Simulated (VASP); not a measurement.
Wanted: the native input for a VASP 6.6.1 run.

```
Task                   : single point
Functional             : PBE
Dispersion             : D3(BJ)
Potentials or basis    : VASP PAW PBE potentials, release 64 (Rh_pv)
Cutoff                 : 500 eV
k mesh                 : 21 × 21 × 21
Occupations            : gaussian, width 0.05 eV
Spin                   : no spin polarisation
Dipole correction      : no
Further INCAR settings : ALGO = Normal; EDIFF = 1e-06; NBANDS = 14
```

The structure of Rh lies in POSCAR:

```
Rh
1.0
    0.0000000000      1.9007157722      1.9007157722
    1.9007157722      0.0000000000      1.9007157722
    1.9007157722      1.9007157722      0.0000000000
Rh
1
Direct
    0.0000000000      0.0000000000      0.0000000000
```

The input as run:

INCAR

```
SYSTEM = Rh
PREC     = Accurate       ! precision mode
ENCUT    = 500            ! plane-wave cutoff, eV
EDIFF    = 1E-6           ! SCF threshold, eV
ISMEAR   = 0              ! smearing method
SIGMA    = 0.05           ! smearing width, eV
LREAL    = .FALSE.        ! projectors in reciprocal space
LASPH    = .TRUE.         ! aspherical terms in the spheres
NELM     = 120            ! most SCF steps
ALGO     = Normal         ! electronic algorithm
ISIF     = 2              ! what is computed and relaxed
LWAVE    = .FALSE.        ! write WAVECAR
LCHARG   = .TRUE.         ! write CHGCAR
GGA      = PE             ! functional
IVDW     = 12             ! dispersion correction
LELF     = .TRUE.         ! ELF
LVHAR    = .TRUE.       
NBANDS   = 14             ! bands
GGA_COMPAT= .FALSE.
```

KPOINTS

```
regular mesh
0
G
  21 21 21
  0 0 0
```

Potentials or basis: VASP PAW PBE potentials, release 64 (Rh_pv).

Command:

```console
$ cat potpaw_PBE.64/Rh_pv/POTCAR > POTCAR
$ mpirun -np 1 vasp_std > vasp.out
```

It gave:

```yaml
Pressure: -1.6 GPa
Band_gap_on_the_k_mesh: zero (an odd number of electrons rules out a gap without spin polarisation)
Dispersion_energy_per_atom: -0.648 eV
```

Caveat: three body term missing.

Wall time 15 s on 1 thread of Intel(R) Xeon(R) 6975P-C (Granite Rapids), with other jobs on the host, peak memory 0.17 GiB.
